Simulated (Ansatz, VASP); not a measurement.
Two plane-wave programs on HfO2

The input POSCAR:

```
HfO2
1.0
    3.5768243315      0.0000000000      0.0000000000
    0.0000000000      3.5768243315      0.0000000000
    0.0000000000      0.0000000000      5.2026739475
Hf O
2 4
Direct
    0.5000000000      0.5000000000      0.5000000000
    0.0000000000      0.0000000000      0.0000000000
    0.0000000000      0.5000000000      0.7826575200
    0.5000000000      0.0000000000      0.8038364645
    0.5000000000      0.0000000000      0.3038364645
    0.0000000000      0.5000000000      0.1961635355
```

The input INCAR.step1:

```
PREC = Accurate
ENCUT = 520
ISMEAR = 0
SIGMA = 0.05
LREAL = False
LASPH = True
NELM = 60
NBANDS = 31
GGA = PE
ALGO = Normal
EDIFF = 1E-4
LWAVE = True
LCHARG = False
```

The input INCAR.step2:

```
PREC = Accurate
ENCUT = 520
EDIFF = 1E-6
ISMEAR = 0
SIGMA = 0.05
LREAL = False
LASPH = True
NELM = 60
ALGO = Normal
ISIF = 2
LWAVE = False
LCHARG = False
METAGGA = R2SCAN
LMIXTAU = True
NBANDS = 31
ISTART = 1
```

File KPOINTS:

```
Automatic mesh
0
Gamma
  6 6 6
```

Input for Ansatz:

```yaml
crystal:
  lattice:
    - [3.5768243315, 0.0, 0.0]
    - [0.0, 3.5768243315, 0.0]
    - [0.0, 0.0, 5.2026739475]
  atoms:
    - { symbol: Hf, position: [0.5, 0.5, 0.5] }
    - { symbol: Hf, position: [0.0, 0.0, 0.0] }
    - { symbol: O, position: [0.0, 0.5, 0.78265752] }
    - { symbol: O, position: [0.5, 0.0, 0.8038364645] }
    - { symbol: O, position: [0.5, 0.0, 0.3038364645] }
    - { symbol: O, position: [0.0, 0.5, 0.1961635355] }
basis:
  ecutwfc: 500
kpoints:
  mp_grid: { grid: [6, 6, 6] }
hamiltonian:
  xc: r2scan
scf:
  occupations: { method: gaussian, width: 0.05 }
output:
  forces: true
  stress: true
  eigenvalues: true
```

Alike in both runs: task single point; functional r2SCAN; k mesh 6 × 6 × 6; occupations gaussian, width 0.05 eV; no spin polarisation.

|  | VASP | Ansatz |
| --- | --- | --- |
| version | VASP 6.6.1 | Ansatz 0.2.0 |
| potentials or method | VASP PAW PBE potentials, release 64 (Hf_pv, O), cutoff 520 eV | scalar-relativistic, plane waves, PAW |
| valence electrons in the cell | 44 | 76 |

Ansatz gave:

```
gap on the k mesh at the Fermi level (eV)                     : 3.46
least direct gap on the mesh (eV)                             : 3.53
pressure (GPa)                                                : 2.3
traceless stress, the component that is largest in VASP (GPa) : 8.39
rms of the force components (eV/Å)                            : 1.930
```

Question: Estimate VASP's values.

Answer: gap on the k mesh at the Fermi level (eV): 3.43; least direct gap on the mesh (eV): 3.53; pressure (GPa): -1.2; traceless stress, the component that is largest in VASP (GPa): 7.60; rms of the force components (eV/Å): 1.905.

VASP's potentials were made for PBE, not for r2SCAN. Atom by atom the forces differ by 0.037 eV/Å (rms over components). With one functional, cell and mesh, what is left measures potentials, basis and numerics. VASP's potentials hold 44 valence electrons a cell and Ansatz's 76, so a difference there can come from the potentials and not from the codes.

Neither program's run includes spin-orbit coupling.
